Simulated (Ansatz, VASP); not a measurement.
**One calculation of SnO, two programs**

The input INCAR:

```
ALGO = Normal ; EDIFF = 1E-6
ENCUT = 520 ; GGA = PE
ISIF = 2 ; ISMEAR = 0
LASPH = T ; LCHARG = T
LELF = T ; LREAL = F
LVHAR = T ; LWAVE = F
NBANDS = 50 ; NELM = 60
PREC = Accurate ; SIGMA = 0.05
```

KPOINTS

```
k-points
0
Gamma
  8 8 4
```

Contents of POSCAR:

```
SnO
1.0
    2.6810409760     -2.6819069301      0.0000000000
    2.6810409760      2.6819069301      0.0000000000
    0.0000000000      0.0000000000     10.0132900198
Sn O
4 4
Direct
    0.7365470000      0.2634530000      0.8638580000
    0.2634530000      0.7365470000      0.1361420000
    0.7634530000      0.2365470000      0.3638580000
    0.2365470000      0.7634530000      0.6361420000
    0.2619440000      0.2380560000      0.2500000000
    0.7380560000      0.7619440000      0.7500000000
    0.2380560000      0.2619440000      0.7500000000
    0.7619440000      0.7380560000      0.2500000000
```

Input for Ansatz:

```yaml
crystal:
  lattice:
    - [2.681040976, -2.6819069301, 0.0]
    - [2.681040976, 2.6819069301, 0.0]
    - [0.0, 0.0, 10.0132900198]
  atoms:
    - { symbol: Sn, position: [0.736547, 0.263453, 0.863858] }
    - { symbol: Sn, position: [0.263453, 0.736547, 0.136142] }
    - { symbol: Sn, position: [0.763453, 0.236547, 0.363858] }
    - { symbol: Sn, position: [0.236547, 0.763453, 0.636142] }
    - { symbol: O, position: [0.261944, 0.238056, 0.25] }
    - { symbol: O, position: [0.738056, 0.761944, 0.75] }
    - { symbol: O, position: [0.238056, 0.261944, 0.75] }
    - { symbol: O, position: [0.761944, 0.738056, 0.25] }
basis:
  ecutwfc: 420
  fft_grid_basis: typed
kpoints:
  mp_grid: { grid: [8, 8, 4] }
hamiltonian:
  xc: pbe
scf:
  occupations: { method: gaussian, width: 0.05 }
output:
  forces: true
  stress: true
  eigenvalues: true
  bader: true
  write_density: true
  volumetric_format: npy
  elf: true
```

Alike in both runs: task single point; functional PBE; k mesh 8 × 8 × 4; occupations gaussian, width 0.05 eV; no spin polarisation.

```csv
,VASP,Ansatz
version,VASP 6.6.1,Ansatz 0.2.0
potentials or method,"VASP PAW PBE potentials, release 64 (Sn_d, O), cutoff 520 eV","scalar-relativistic, plane waves, PAW"
valence electrons in the cell,80,80
```

VASP gave:

```
gap on the k mesh at the Fermi level (eV)                     : 0.34
pressure (GPa)                                                : 5.5
traceless stress, the component that is largest in VASP (GPa) : -1.04
rms of the force components (eV/Å)                            : 0.358
```

Question: What did Ansatz give for the same quantities?

Answer: gap on the k mesh at the Fermi level (eV): 0.33; pressure (GPa): 5.3; traceless stress, the component that is largest in VASP (GPa): -1.05; rms of the force components (eV/Å): 0.321.

Atom by atom the forces differ by 0.037 eV/Å (rms over components).
